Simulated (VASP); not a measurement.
# GaP (l.bA): single point with LDA

Crystal: GaP (l.bA).

```
Ga P
1.0
     0.00000    2.69573    2.69573
     2.69573    0.00000    2.69573
     2.69573    2.69573    0.00000
Ga P
1 1
Cartesian
  0.0000 0.0000 0.0000
  1.3479 1.3479 1.3479
```

```json
{"Program": "VASP 6.6.1", "Task": "single point", "Functional": "LDA", "Potentials or basis": "VASP PAW LDA potentials, release 64 (Ga_d, P)", "Cutoff": "500 eV", "k mesh": "10 × 10 × 10", "Occupations": "gaussian, width 0.02 eV", "Spin": "no spin polarisation"}
```

* Pressure: 0.1 GPa
* Band gap on the k mesh: 1.40 eV, indirect (least direct gap 1.91 eV)

Levels at points of the mesh, in eV from the valence-band top:
```tsv
k point	band 5	band 6	band 7	band 8	band 9	band 10	band 11	band 12	band 13	band 14
(0.00, 0.00, 0.00)	-14.66	-12.76	0.00	0.00	0.00	1.91	3.78	3.78	3.78	8.64
(0.50, 0.00, 0.00)	-14.65	-10.57	-6.90	-1.18	-1.18	1.62	4.62	4.62	8.11	10.88
(0.50, 0.50, 0.00)	-14.63	-9.60	-6.99	-2.82	-2.82	1.43	1.65	10.70	10.70	11.27
```

It took 12 s on 1 thread of Intel(R) Xeon(R) 6975P-C (Granite Rapids), on a shared host, peak memory 0.15 GiB.

A k mesh can miss the band edges.
